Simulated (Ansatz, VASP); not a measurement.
**Ta: VASP beside Ansatz**

File POSCAR:

```
Ta
1.0
   -1.6512800000      1.6512800000      1.6512800000
    1.6512800000     -1.6512800000      1.6512800000
    1.6512800000      1.6512800000     -1.6512800000
Ta
1
Direct
    0.0000000000      0.0000000000      0.0000000000
```

INCAR.step1

```
ALGO = Normal ; EDIFF = 1E-5
ENCUT = 520 ; GGA = PE
ISIF = 2 ; ISMEAR = -1
LASPH = T ; LCHARG = F
LREAL = F ; LWAVE = T
NBANDS = 12 ; NELM = 60
PREC = Accurate ; SIGMA = 0.05
```

Contents of INCAR.step2:

```
AEXX = 0.25 ; ALGO = Normal
EDIFF = 1E-7 ; ENCUT = 520
GGA = PE ; ISIF = 2
ISMEAR = -1 ; ISTART = 1
LASPH = T ; LCHARG = F
LHFCALC = T ; LREAL = F
LWAVE = F ; NBANDS = 12
NELM = 60 ; PREC = Accurate
PRECFOCK = Normal ; SIGMA = 0.05
```

KPOINTS

```
k-points
0
Gamma
  6 6 6
```

File input:

```
crystal:
  lattice:
    - [-1.65128, 1.65128, 1.65128]
    - [1.65128, -1.65128, 1.65128]
    - [1.65128, 1.65128, -1.65128]
  atoms:
    - { symbol: Ta, position: [0.0, 0.0, 0.0] }
hamiltonian:
  xc: pbe0
  pseudopotentials: { kind: paw }
kpoints:
  mp_grid: { grid: [6, 6, 6] }
scf:
  occupations: { method: fermi_dirac, width: 0.05 }
output:
  forces: true
  stress: true
  eigenvalues: true
  write_density: true
  write_potential: true
  elf: true
  volumetric_format: npy
```

Alike in both runs: task single point; functional PBE0; k mesh 6 × 6 × 6; occupations fermi-dirac, width 0.05 eV; no spin polarisation.

|  | VASP | Ansatz |
| --- | --- | --- |
| version | VASP 6.6.1 | Ansatz 0.2.0 |
| potentials or method | VASP PAW PBE potentials, release 64 (Ta_pv) | Ansatz PAW |
| plane-wave cutoff (eV) | 520 | 420 |
| valence electrons in the cell | 11 | 13 |

|  | VASP | Ansatz | Ansatz less VASP |
| --- | --- | --- | --- |
| gap on the k mesh at the Fermi level (eV) | none | none | - |
| pressure (GPa) | 3.5 | 4.8 | +1.33 |

A gap of «none» marks a metal or a gap that the smearing closes. VASP's potentials hold 11 valence electrons a cell and Ansatz's 13, so a difference there can come from the potentials and not from the codes.

The k mesh is coarse, so the values compare programs but aren't converged. Neither program's run includes spin-orbit coupling.
